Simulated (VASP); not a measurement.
Input of a VASP 6.6.1 run:

File INCAR:

```
PREC = Accurate ; ENCUT = 520
EDIFF = 1E-6 ; ISMEAR = 0
SIGMA = 0.02 ; LREAL = Auto
LASPH = T ; NELM = 60
ALGO = Normal ; ISIF = 2
LWAVE = F ; LCHARG = F
GGA = PE ; IVDW = 12
NBANDS = 69
```

KPOINTS

```
regular mesh
0
Gamma
  2 2 1
```

The input POSCAR:

```
H9C20Cl
1.0
    5.0487420000      0.0000000000      0.0000000000
    0.0000000000      5.0487420000      0.0000000000
    0.0000000000      0.0000000000     16.1647000000
H C Cl
9 20 1
Direct
    0.4277867635      0.0000000000      0.0618631957
    0.0722132365      0.0000000000      0.0618631957
    0.9277867635      0.0000000000      0.0618631957
    0.5722132365      0.0000000000      0.0618631957
    0.4277867635      0.5000000000      0.0618631957
    0.0722132365      0.5000000000      0.0618631957
    0.9277867635      0.5000000000      0.0618631957
    0.5722132365      0.5000000000      0.0618631957
    0.2514765064      0.2500306017      0.3850164865
    0.2500000990      0.0000000000      0.1011277661
    0.7500000990      0.0000000000      0.1011277661
    0.2500000990      0.5000000000      0.1011277661
    0.7500000990      0.5000000000      0.1011277661
    0.2500000990      0.2500000990      0.1563406682
    0.7500000990      0.2500000990      0.1563406682
    0.2500000990      0.7500000990      0.1563406682
    0.7500000990      0.7500000990      0.1563406682
    0.0008707120      0.2499935628      0.2059378770
    0.4991562255      0.2499935628      0.2059090487
    0.0000572420      0.7499971280      0.2175517640
    0.4998752164      0.7499971280      0.2175344423
   -0.0008295136      0.0163692262      0.2691549487
    0.5007370153      0.0164601400      0.2691132530
   -0.0008322865      0.4836182954      0.2691553199
    0.5007397882      0.4835271836      0.2691135004
    0.2499384995      0.1062601337      0.3117128682
    0.7499270115      0.1128952519      0.3114353499
    0.2499384995      0.3936772764      0.3117006193
    0.7499270115      0.3870926659      0.3114360922
    0.2501260710      0.7498218368      0.4320970386
```

Potentials or basis: VASP PAW PBE potentials, release 64 (H, C, Cl).

Command:

```console
$ cat potpaw_PBE.64/H/POTCAR potpaw_PBE.64/C/POTCAR potpaw_PBE.64/Cl/POTCAR > POTCAR
$ mpirun -np 1 vasp_std > vasp.out
```

(1) What does it give for the largest force?

(2) What does it give for the band gap on the k mesh?

(3) Estimate the dispersion energy per atom.

Answers

(1) 8.960 eV/Å.

(2) 0.66 eV, direct.

(3) -0.113 eV.

Caveat: the k points lie up to 0.62 Å⁻¹ apart.
